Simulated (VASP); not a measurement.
A run of VASP 6.6.1 is set up as follows.

Contents of INCAR:

```
PREC = Accurate
ENCUT = 520
EDIFF = 1E-6
ISMEAR = -1
SIGMA = 0.05
LREAL = False
LASPH = True
NELM = 60
ALGO = Normal
ISIF = 2
LWAVE = False
LCHARG = False
GGA = RP
IVDW = 12
NBANDS = 12
```

The input KPOINTS:

```
regular mesh
0
Gamma
  11 11 11
```

Contents of POSCAR:

```
Au
1.0
   -1.5525637745      1.5525637745      1.5525637745
    1.5525637745     -1.5525637745      1.5525637745
    1.5525637745      1.5525637745     -1.5525637745
Au
1
Direct
    0.0000000000      0.0000000000      0.0000000000
```

Potentials or basis: VASP PAW PBE potentials, release 64 (Au).

The run is started by

```sh
$ cat potpaw_PBE.64/Au/POTCAR > POTCAR
$ mpirun -np 1 vasp_std > vasp.out
```

**Question.** Estimate the pressure.

**Answer.** -0.5 GPa.

**Question.** What does it give for the dispersion energy per atom?

**Answer.** -4.094 eV.

Caveat: the PAW data sets were made with another functional, which shifts forces and pressure a little; pairwise dispersion overbinds metals, which lowers pressure and volume.
